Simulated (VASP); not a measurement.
Here is a VASP 6.6.1 calculation.

Contents of INCAR:

```
ALGO     = Normal         # electronic algorithm
EDIFF    = 1E-6           # SCF threshold, eV
ENCUT    = 520            # plane-wave cutoff, eV
GGA      = RE             # functional
ISIF     = 2              # what is computed and relaxed
ISMEAR   = -1             # smearing method
LASPH    = T              # aspherical terms in the spheres
LCHARG   = F              # write CHGCAR
LREAL    = F              # projectors in reciprocal space
LWAVE    = F              # write WAVECAR
NBANDS   = 12             # bands
NELM     = 100            # most SCF steps
PREC     = Accurate       # precision mode
SIGMA    = 0.1            # smearing width, eV
```

KPOINTS

```
k-points
0
Gamma
  13 13 4
```

Contents of POSCAR:

```
Mg
1.0
    3.3493655544      0.0000000000      0.0000000000
   -1.6746827772      2.9006356567      0.0000000000
    0.0000000000      0.0000000000     10.8955239253
Mg
4
Direct
    1.0000000000      0.0000000000      1.0000000000
    1.0000000000      1.0000000000      0.5000000000
    0.3333333333      0.6666666667      0.2500000000
    0.6666666667      0.3333333333      0.7500000000
```

Potentials or basis: VASP PAW PBE potentials, release 64 (Mg).

Launch:

```sh
$ cat potpaw_PBE.64/Mg/POTCAR > POTCAR
$ mpirun -np 1 vasp_std > vasp.out
```

What does it give for the pressure?

-3.1 GPa.

What does it give for the band gap on the k mesh?

Zero (band 4 reaches 3.15 eV, above the bottom of band 5 at 0.78 eV).

Stress tensor (GPa, compression positive):
```
-3.18  0.00  0.00
 0.00 -3.18  0.00
 0.00  0.00 -3.09
```

Caveat: the PAW data sets were made with another functional, which shifts forces and pressure a little.
